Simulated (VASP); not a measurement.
Write the native input for VASP 6.6.1 that does the following.

```
Task                   : single point
Functional             : PBE
Potentials or basis    : VASP PAW PBE potentials, release 64 (Ca_sv, Se)
Cutoff                 : 520 eV
k mesh                 : 12 × 12 × 12
Occupations            : fermi-dirac, width 0.08 eV
Spin                   : no spin polarisation
Dipole correction      : no
Further INCAR settings : ALGO = Normal; EDIFF = 1e-06; NBANDS = 15
```

The structure of CaSe (rocksalt type) lies in POSCAR:

```
CaSe
1.0
    0.0000000000      2.2828093150      2.2828093150
    2.2828093150      0.0000000000      2.2828093150
    2.2828093150      2.2828093150      0.0000000000
Ca Se
1 1
Direct
    0.0000000000      0.0000000000      0.0000000000
    0.5000000000      0.5000000000      0.5000000000
```

One way to write it, as run:

INCAR

```
SYSTEM = CaSe
ALGO = Normal ; EDIFF = 1E-6
ENCUT = 520 ; GGA = PE
ISIF = 2 ; ISMEAR = -1
LASPH = .True. ; LCHARG = .False.
LREAL = .False. ; LWAVE = .False.
NBANDS = 15 ; NELM = 60
PREC = Accurate ; SIGMA = 0.08
```

KPOINTS

```
k-points
0
Gamma
  12 12 12
  0 0 0
```

Potentials or basis: VASP PAW PBE potentials, release 64 (Ca_sv, Se).

Launch:

```console
$ cat potpaw_PBE.64/Ca_sv/POTCAR potpaw_PBE.64/Se/POTCAR > POTCAR
$ mpirun -np 1 vasp_std > vasp.out
```

It gave:

```yaml
Pressure: 184.0 GPa
Band_gap_on_the_k_mesh: zero (bands 8 and 9 overlap by 1.57 eV)
```

Caveat: the cell stands under pressure.

Run time: 22 s on 1 thread of AMD EPYC 7R13 Processor (Zen 3), with other jobs on the host, peak memory 0.12 GiB.
